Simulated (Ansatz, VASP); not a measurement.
## AlV2C: VASP beside Ansatz

```
CELL_PARAMETERS angstrom
2.88760 0.00000 0.00000
-1.44380 2.50073 0.00000
0.00000 0.00000 13.10482
ATOMIC_POSITIONS crystal
Al 0.33333 0.66667 0.25000
Al 0.66667 0.33333 0.75000
V 0.33333 0.66667 0.58638
V 0.66667 0.33333 0.41362
V 0.66667 0.33333 0.08638
V 0.33333 0.66667 0.91362
C 0.00000 0.00000 0.00000
C 0.00000 0.00000 0.50000
```

Alike in both runs: task relaxation of cell and atoms; functional PBE; k mesh 15 × 15 × 4; occupations gaussian, width 0.1 eV; no spin polarisation.

```csv
,VASP,Ansatz
version,VASP 6.6.1,Ansatz 0.2.0
potentials or method,"VASP PAW PBE potentials, release 64 (Al, V_sv, C), cutoff 600 eV","scalar-relativistic, plane waves, PAW"
valence electrons in the cell,66,66
```

```tsv
	VASP	Ansatz	Ansatz less VASP
gap on the k mesh at the Fermi level, each at its own relaxed structure (eV)	none	none	-
relaxed volume (Å³/atom)	12.02	12.01	-0.012
relaxed cell length with the largest relative difference (Å)	2.908	2.906	-0.0014
```

A gap of «none» marks a metal or a gap that the smearing closes.
